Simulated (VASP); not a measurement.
A run of VASP 6.6.1 is set up as follows.

The input POSCAR:

```
AlCo
1.0
    2.5967645682      0.0000000000      0.0000000000
    0.0000000000      2.5967645682      0.0000000000
    0.0000000000      0.0000000000      3.4036164162
Al Co
1 1
Direct
    0.5000000000      0.5000000000      0.5000000000
    0.0000000000      0.0000000000      0.0000000000
```

Contents of INCAR.step1:

```
SYSTEM = AlCo
PREC = Accurate
ENCUT = 520
ISMEAR = 0
SIGMA = 0.1
LREAL = .FALSE.
LASPH = .TRUE.
NELM = 150
ISPIN = 2
MAGMOM = 0 3
LMAXMIX = 4
NBANDS = 17
GGA = PE
ALGO = Normal
EDIFF = 1E-4
LWAVE = .TRUE.
LCHARG = .FALSE.
```

INCAR.step2

```
SYSTEM = AlCo
PREC = Accurate
ENCUT = 520
EDIFF = 1E-7
ISMEAR = 0
SIGMA = 0.1
LREAL = .FALSE.
LASPH = .TRUE.
NELM = 150
ALGO = Normal
ISIF = 2
LWAVE = .FALSE.
LCHARG = .FALSE.
ISPIN = 2
MAGMOM = 0 3
LORBIT = 11
LMAXMIX = 4
METAGGA = R2SCAN
LMIXTAU = .TRUE.
NBANDS = 17
ISTART = 1
```

Contents of KPOINTS:

```
regular mesh
0
G
  8 8 6
  0 0 0
```

Potentials or basis: VASP PAW PBE potentials, release 64 (Al, Co).

Launch:

```sh
$ cat potpaw_PBE.64/Al/POTCAR potpaw_PBE.64/Co/POTCAR > POTCAR
$ cp INCAR.step1 INCAR
$ mpirun -np 1 vasp_std > vasp.out
$ cp INCAR.step2 INCAR
$ mpirun -np 1 vasp_std > vasp.out
```

Predict the site moments.

Al -0.01; Co +0.29 μB.

Predict the pressure.

1.7 GPa.

Stress tensor (GPa, compression positive):
```
  9.55   0.00   0.00
  0.00   9.55   0.00
  0.00   0.00 -14.12
```

Caveat: the stress differs along the axes, from -14 to 10 GPa; the PAW data sets were made with another functional, which shifts forces and pressure a little.
